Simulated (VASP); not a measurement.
Ti12C, 13 atoms in the cell. The cell holds a slab with vacuum, 13 atoms: a = 5.735 Å, b = 5.735 Å, c = 19.270 Å, α = 90.00°, β = 90.00°, γ = 90.00°. 

| Property | Result |
| --- | --- |
| Program | VASP 6.6.1 |
| Task | single point |
| Functional | PBEsol |
| Potentials or basis | VASP PAW PBE potentials, release 64 (Ti_sv, C) |
| Cutoff | 520 eV |
| k mesh | 5 × 5 × 1 |
| Occupations | gaussian, width 0.1 eV |
| Spin | no spin polarisation |
| Dipole correction | yes |
| Further INCAR settings | ALGO = Normal; EDIFF = 1e-06; NBANDS = 86 |

Potentials or basis: VASP PAW PBE potentials, release 64 (Ti_sv, C).

The run is started by

```sh
$ cat potpaw_PBE.64/Ti_sv/POTCAR potpaw_PBE.64/C/POTCAR > POTCAR
$ mpirun -np 1 vasp_std > vasp.out
```

Hardware: 1 thread of Intel(R) Xeon(R) Platinum 8259CL CPU @ 2.50GHz (Skylake/Cascade Lake) (shared host).

Q: Estimate the wall time of this run.

A: Wall time 30 min on 1 thread of Intel(R) Xeon(R) Platinum 8259CL CPU @ 2.50GHz (Skylake/Cascade Lake) (shared host), peak memory 0.83 GiB. Counts: scf iterations 35, k points 9.
